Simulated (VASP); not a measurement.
Set up this calculation in VASP 6.6.1, as the native input.

* Task: single point
* Functional: PBEsol
* Potentials or basis: VASP PAW PBE potentials, release 64 (Ge_d)
* Cutoff: 520 eV
* k mesh: 20 × 20 × 20
* Occupations: fermi-dirac, width 0.05 eV
* Spin: no spin polarisation
* Dipole correction: no
* Further INCAR settings: ALGO = Normal; EDIFF = 1e-06; NBANDS = 13

The structure of Ge lies in POSCAR:

```
Ge
1.0
   -1.3080921298      1.3080921298      1.3080921298
    1.3080921298     -1.3080921298      1.3080921298
    1.3080921298      1.3080921298     -1.3080921298
Ge
1
Direct
    0.0000000000      0.0000000000      0.0000000000
```

These files were run (other wordings do the same):

INCAR

```
ALGO     = Normal         # electronic algorithm
EDIFF    = 1E-6           # SCF threshold, eV
ENCUT    = 520            # plane-wave cutoff, eV
GGA      = PS             # functional
ISIF     = 2              # what is computed and relaxed
ISMEAR   = -1             # smearing method
LASPH    = True           # aspherical terms in the spheres
LCHARG   = False          # write CHGCAR
LREAL    = False          # projectors in reciprocal space
LWAVE    = False          # write WAVECAR
NBANDS   = 13             # bands
NELM     = 100            # most SCF steps
PREC     = Accurate       # precision mode
SIGMA    = 0.05           # smearing width, eV
```

KPOINTS

```
k-points
0
Gamma
  20 20 20
```

Potentials or basis: VASP PAW PBE potentials, release 64 (Ge_d).

Command:

```sh
$ cat potpaw_PBE.64/Ge_d/POTCAR > POTCAR
$ mpirun -np 1 vasp_std > vasp.out
```

It gave:

- Pressure: 271.3 GPa
- Band gap on the k mesh: zero (band 7 reaches 38.58 eV, above the bottom of band 8 at 12.67 eV)

Caveat: the PAW data sets were made with another functional, which shifts forces and pressure a little.

Run time: 14 s on 1 thread of AMD EPYC 9R45 96-Core Processor (Zen 5), with other jobs on the host, peak memory 0.11 GiB.
